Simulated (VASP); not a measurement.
Input of a VASP 6.6.1 run:

INCAR

```
ALGO = Normal
EDIFF = 1E-7
ENCUT = 520
GGA = PS
ISIF = 2
ISMEAR = -1
LASPH = T
LCHARG = F
LREAL = F
LWAVE = F
NBANDS = 28
NELM = 80
PREC = Accurate
SIGMA = 0.01
```

The input KPOINTS:

```
k-points
0
Gamma
  8 8 6
```

Contents of POSCAR:

```
SnO
1.0
    3.8020000000     -0.0190100000     -0.0190100000
   -0.0190100000      3.8020000000     -0.0190100000
   -0.0241800000     -0.0241800000      4.8360000000
Sn O
2 2
Direct
    0.0000000000      0.5000000000      0.2385000000
    0.5000000000      0.0000000000      0.7615000000
    0.0000000000      0.0000000000      0.0000000000
    0.5000000000      0.5000000000      0.0000000000
```

Potentials or basis: VASP PAW PBE potentials, release 64 (Sn_d, O).

Command:

```sh
$ cat potpaw_PBE.64/Sn_d/POTCAR potpaw_PBE.64/O/POTCAR > POTCAR
$ mpirun -np 1 vasp_std > vasp.out
```

(1) Estimate the largest force.

(2) Predict the pressure.

## Answers

(1) 0.174 eV/Å.

(2) 0.2 GPa.

Caveat: the cell differs from its parent crystal (equal xy, yz and zx shear strains of -1 %); the PAW data sets were made with another functional, which shifts forces and pressure a little.
